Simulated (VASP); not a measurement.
Input of a VASP 6.6.1 run:

The input INCAR:

```
ALGO = Normal
EDIFF = 1E-6
ENCUT = 520
GGA = PE
ISIF = 2
ISMEAR = -1
LASPH = True
LCHARG = False
LREAL = False
LWAVE = False
NBANDS = 36
NELM = 100
PREC = Accurate
SIGMA = 0.02
```

File KPOINTS:

```
k-points
0
Gamma
  10 10 2
```

The input POSCAR:

```
SiC
1.0
    1.5389000000     -2.6675000000      0.0000000000
    1.5389000000      2.6675000000      0.0000000000
    0.0000000000      0.0000000000     15.1219000000
Si C
6 6
Direct
    0.1666620619      0.8333379381      0.8577214520
    0.8333379381      0.1666620619      0.3577214520
    0.5001149267      0.4998850733      0.5245066742
    0.4998850733      0.5001149267      0.0245066742
    0.8334420064      0.1665579936      0.6912249935
    0.1665579936      0.8334420064      0.1912249935
    0.5001800042      0.4998199958      0.6498136389
    0.4998199958      0.5001800042      0.1498136389
    0.1666200928      0.8333799072      0.9826819951
    0.8333799072      0.1666200928      0.4826819951
    0.8333969738      0.1666030262      0.8161912463
    0.1666030262      0.8333969738      0.3161912463
```

Potentials or basis: VASP PAW PBE potentials, release 64 (Si, C).

The run is started by

```console
$ cat potpaw_PBE.64/Si/POTCAR potpaw_PBE.64/C/POTCAR > POTCAR
$ mpirun -np 1 vasp_std > vasp.out
```

Question: Estimate the band gap on the k mesh.

Answer: 2.02 eV (least direct gap 3.12 eV).

Question: What does it give for the pressure?

Answer: 3.2 GPa.

Stress tensor (GPa, compression positive):
```
3.47 0.00 0.00
0.00 3.17 0.00
0.00 0.00 2.83
```

Caveat: the cell stands under pressure. A k mesh can miss the band edges.
